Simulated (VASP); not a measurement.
# MgB2 (P6/mmm) in VASP: notebook, part 3 of 3

VASP 6.6.1.

**4. Relaxation of shape and atoms at fixed volume, PBE (volume scaled by 1.03)**

INCAR

```
ALGO = Normal
EDIFF = 1E-6
EDIFFG = -0.01
ENCUT = 600
GGA = PE
IBRION = 2
ISIF = 4
ISMEAR = 0
LASPH = True
LCHARG = False
LREAL = False
LWAVE = False
NELM = 100
NSW = 50
PREC = Accurate
SIGMA = 0.1
```

KPOINTS

```
k-points
0
Gamma
  15 15 12
```

POSCAR

```
MgB2
1.0
    3.1033252092      0.0000000000      0.0000000000
   -1.5516626046      2.6875584674      0.0000000000
    0.0000000000      0.0000000000      3.5669744658
Mg B
1 2
Direct
    0.0000000000      0.0000000000      0.0000000000
    0.3333333333      0.6666666667      0.5000000000
    0.6666666667      0.3333333333      0.5000000000
```

Potentials or basis: VASP PAW PBE potentials, release 64 (Mg, B).

Run with:

```console
> cat potpaw_PBE.64/Mg/POTCAR potpaw_PBE.64/B/POTCAR > POTCAR
> mpirun -np 1 vasp_std > vasp.out
```

OUTCAR:

```text
EDIFF = 1E-6
   EDIFFG = -0.01
   ENCUT = 600
   GGA = PE
   IBRION = 2
   ISIF = 4
   ISMEAR = 0
   LASPH = True
   LREAL = False
   NELM = 100
   NSW = 50
   PREC = Accurate

 ion  position               nearest neighbor table
   1  0.000  0.000  0.000-   2 2.53   3 2.53   2 2.53   3 2.53   3 2.53   3 2.53   2 2.53   2 2.53
                             3 2.53   3 2.53   2 2.53   2 2.53
   2  0.333  0.667  0.500-   3 1.79   3 1.79   3 1.79   1 2.53   1 2.53   1 2.53   1 2.53   1 2.53
                             1 2.53
   3  0.667  0.333  0.500-   2 1.79   2 1.79   2 1.79   1 2.53   1 2.53   1 2.53   1 2.53   1 2.53
                             1 2.53

  LATTYP: Found a hexagonal cell.
 ALAT       =     3.1033252092
 C/A-ratio  =     1.1494040184

  Lattice vectors:

 A1 = (   3.1033252092,   0.0000000000,   0.0000000000)
 A2 = (  -1.5516626046,   2.6875584674,   0.0000000000)
 A3 = (   0.0000000000,   0.0000000000,   3.5669744658)

Analysis of symmetry for initial positions (statically):
=====================================================================
 Subroutine PRICEL returns:
 Original cell was already a primitive cell.

 Routine SETGRP: Setting up the symmetry group for a
 hexagonal supercell.

 Subroutine GETGRP returns: Found 24 space group operations
 (whereof 24 operations were pure point group operations)
 out of a pool of 24 trial point group operations.

The static configuration has the point symmetry D_6h.

Analysis of symmetry for dynamics (positions and initial velocities):
=====================================================================
 Subroutine PRICEL returns:
 Original cell was already a primitive cell.

 Routine SETGRP: Setting up the symmetry group for a
 hexagonal supercell.

 Subroutine GETGRP returns: Found 24 space group operations
 (whereof 24 operations were pure point group operations)
 out of a pool of 24 trial point group operations.

The dynamic configuration has the point symmetry D_6h.

 Subroutine INISYM returns: Found 24 space group operations
 (whereof 24 operations are pure point group operations),
[... 129 lines left out ...]
 conjugate gradient relaxation of ions
 non-spin polarized calculation
 Gauss-broadening in eV      SIGMA  =   0.10
  energy-cutoff  :      600.00
  volume of cell :       29.75
 maximum number of plane-waves:      1014
 NGX is ok and might be reduce to    28
   NGX = 13   NGY = 13   NGZ = 15

--------------------------------------- Ionic step        1  -------------------------------------------

 number of electron       8.0000000 magnetization

 Free energy of the ion-electron system (eV)
  ---------------------------------------------------
  ext. energy  EPLUGINS =         0.00000000
  ---------------------------------------------------
  free energy    TOTEN  =       -15.31423210 eV

  energy without entropy =      -15.31027524  energy(sigma->0) =      -15.31225367

------------------------ aborting loop because EDIFF is reached ----------------------------------------

  FORCE on cell =-STRESS in cart. coord.  units (eV):
  Direction    XX          YY          ZZ          XY          YZ          ZX
  --------------------------------------------------------------------------------------
  -------------------------------------------------------------------------------------
  Total       -0.9367630     -0.9367630     -0.6532697      0.0000000      0.0000000     -0.0000000
  in kB      -50.4492941    -50.4492941    -35.1817871      0.0000000      0.0000000     -0.0000000
  external PRESSURE =     -45.3601251 kB  Pullay stress =       0.0000000 kB
[... 61 lines left out ...]
--------------------------------------- Ionic step        3  -------------------------------------------

 number of electron       8.0000000 magnetization

 Free energy of the ion-electron system (eV)
  ---------------------------------------------------
  ext. energy  EPLUGINS =         0.00000000
  ---------------------------------------------------
  free energy    TOTEN  =       -15.31478703 eV

  energy without entropy =      -15.31130598  energy(sigma->0) =      -15.31304650

 E-fermi :   5.0875     XC(G=0): -10.8123

 val. band max:        5.0872440350   @ k =   0.0667   0.0667   0.2500
 cond. band min:       5.0967852104   @ k =   0.0667  -0.0000   0.0000
 fundamental gap:      0.0095411755
 Fermi energy:         5.0875018288

 k-point     1 :       0.0000    0.0000    0.0000
  band No.  band energies     occupation
      1      -7.1819      2.00000
      2       2.0885      2.00000
      3       5.4959      0.00000
      4       5.4959      0.00000
      5       6.4889      0.00000
      6      11.4145      0.00000
      7      11.4145      0.00000
      8      13.1067      0.00000
[... 243 lines left out ...]
 k-point    24 :       0.4000    0.2000    0.0000
  band No.  band energies     occupation
      1      -2.8851      2.00000
      2      -2.1839      2.00000
      3       0.7716      2.00000
      4       5.8154      0.00000
      5       7.7311      0.00000
      6      10.4778      0.00000
      7      10.9285      0.00000
      8      12.8873      0.00000

 [... further k-points ...]
[... 5 lines left out ...]
  --------------------------------------------------------------------------------------
  -------------------------------------------------------------------------------------
  Total       -0.7956772     -0.7956772     -0.8046409      0.0000000      0.0000000     -0.0000000
  in kB      -42.8511293    -42.8511293    -43.3338719      0.0000000      0.0000000     -0.0000000
  external PRESSURE =     -43.0120435 kB  Pullay stress =       0.0000000 kB
[... 18 lines left out ...]
  FREE ENERGIE OF THE ION-ELECTRON SYSTEM (eV)
  ---------------------------------------------------
  free  energy   TOTEN  =       -15.3147870290 eV

  energy  without entropy=      -15.3113059797  energy(sigma->0) =      -15.31304650

 reached required accuracy - stopping structural energy minimisation
```

OSZICAR:

```text
N       E                     dE             d eps       ncg     rms          rms(c)
DAV:   1     0.905461736034E+01    0.90546E+01   -0.42431E+03  3160   0.947E+02
DAV:   2    -0.166170681960E+02   -0.25672E+02   -0.24774E+02  4376   0.119E+02
[... 16 lines left out ...]
   2 F= -.15314764E+02 E0= -.15312968E+02  d E =-.531592E-03
       N       E                     dE             d eps       ncg     rms          rms(c)
DAV:   1    -0.153148126554E+02   -0.48311E-04   -0.11325E-03  4344   0.263E-01    0.199E-02
DAV:   2    -0.153147902707E+02    0.22385E-04   -0.51001E-05  4216   0.452E-02    0.787E-03
DAV:   3    -0.153147870218E+02    0.32489E-05   -0.13495E-05  3744   0.200E-02    0.188E-03
DAV:   4    -0.153147870290E+02   -0.72076E-08   -0.57984E-07  2200   0.598E-03
   3 F= -.15314787E+02 E0= -.15313047E+02  d E =-.554928E-03
```

CONTCAR:

```text
MgB2
   1.00000000000000
     3.0972125756505671    0.0000000000000000   -0.0000000000000000
    -1.5486062878252835    2.6822647714610097   -0.0000000000000000
     0.0000000000000000    0.0000000000000000    3.5810678629887991
  Mg              B
     1     2
Direct
     0.0000000000000000    1.0000000000000000    0.0000000000000000
     0.3333333332999970    0.6666666667000030    0.5000000000000000
     0.6666666667000030    0.3333333332999970    0.5000000000000000

  0.00000000E+00  0.00000000E+00  0.00000000E+00
  0.00000000E+00  0.00000000E+00  0.00000000E+00
  0.00000000E+00  0.00000000E+00  0.00000000E+00
```

Run time: 61 s. Hardware: 1 thread of Intel Xeon 6975P-C, shared host; peak memory 0.21 GiB.

Results:

| Item | Value |
| --- | --- |
| Free energy | -15.3148 eV |
| Energy gained by relaxing | 0.2 meV/atom |
| Ionic steps | 3 |
| Pressure after relaxing | -4.3 GPa |
| Band gap on the k mesh | zero (band 4 reaches 6.82 eV, above the bottom of band 5 at 3.16 eV) |

The path:
| step | energy change (eV) | largest force (eV/Å) | pressure (GPa) | volume (Å³) |
| --- | --- | --- | --- | --- |
| 1 | 0.0000 | 0.0000 | -4.54 | 29.75 |
| 2 | -0.0005 | 0.0000 | -4.35 | 29.75 |
| 3 | -0.0006 | 0.0000 | -4.30 | 29.75 |

Final structure:
```cif
data_structure
_symmetry_space_group_name_H-M 'P 1'
_symmetry_Int_Tables_number 1
_cell_length_a 3.0972
_cell_length_b 3.0972
_cell_length_c 3.5811
_cell_angle_alpha 90.000
_cell_angle_beta 90.000
_cell_angle_gamma 120.000
_cell_volume 29.75
loop_
_atom_site_label
_atom_site_type_symbol
_atom_site_fract_x
_atom_site_fract_y
_atom_site_fract_z
_atom_site_occupancy
Mg1 Mg 0.00000 0.00000 0.00000 1
B1 B 0.33333 0.66667 0.50000 1
B2 B 0.66667 0.33333 0.50000 1
```

Caveat: the cell differs from its parent crystal (volume scaled by 1.03).

**5. Overview**

```tsv
task	cell	gap on the mesh (eV)	pressure (GPa)
relaxation of cell and atoms	relaxed from a = 3.085, b = 3.085, c = 3.523 Å, angles 90.0, 90.0, 120.0°, 3 atoms	none	0.0
relaxation of shape and atoms at fixed volume	relaxed from a = 3.042, b = 3.042, c = 3.496 Å, angles 90.0, 90.0, 120.0°, 3 atoms	none	4.3
relaxation of shape and atoms at fixed volume	relaxed from a = 3.103, b = 3.103, c = 3.567 Å, angles 90.0, 90.0, 120.0°, 3 atoms	none	-4.3
```

Alike in all rows: level PBE; potentials or basis VASP PAW PBE potentials, release 64 (Mg, B); no spin polarisation; k mesh 15 × 15 × 12; cutoff (eV) 600; smearing gaussian 0.1 eV.

Absolute energies hang on the potentials; compare differences alone.
